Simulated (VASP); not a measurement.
As, 1 atom in the cell. Symmetry: Pm-3m, No. 221, cubic system. The conventional cell has a = 2.704 Å, b = 2.704 Å, c = 2.704 Å, α = 90.00°, β = 90.00°, γ = 90.00°. Within 3.6 Å of As (site symmetry m-3m) lie 6 As at 2.70 Å. 

| Property | Result |
| --- | --- |
| Program | VASP 6.6.1 |
| Task | single point |
| Functional | r2SCAN-based global hybrid |
| Potentials or basis | VASP PAW PBE potentials, release 64 (As) |
| Cutoff | 520 eV |
| k mesh | 6 × 6 × 6 |
| Occupations | fermi-dirac, width 0.05 eV |
| Spin | no spin polarisation |
| Dipole correction | no |
| Grid for exact exchange (PRECFOCK) | Normal |
| Share of exact exchange | 0.35 |
| Further INCAR settings | ALGO = Normal; EDIFF = 1e-06; NBANDS = 8 |

Potentials or basis: VASP PAW PBE potentials, release 64 (As).

The run is started by

```sh
$ cat potpaw_PBE.64/As/POTCAR > POTCAR
$ cp INCAR.step1 INCAR
$ mpirun -np 1 vasp_std > vasp.out
$ cp INCAR.step2 INCAR
$ mpirun -np 1 vasp_std > vasp.out
```

Hardware: 1 thread of Intel(R) Xeon(R) 6975P-C (Granite Rapids) (shared host).

Question: Estimate the wall time of this run.

Answer: Wall time 66 s on 1 thread of Intel(R) Xeon(R) 6975P-C (Granite Rapids) (shared host), peak memory 0.13 GiB. Counts: k points 20.
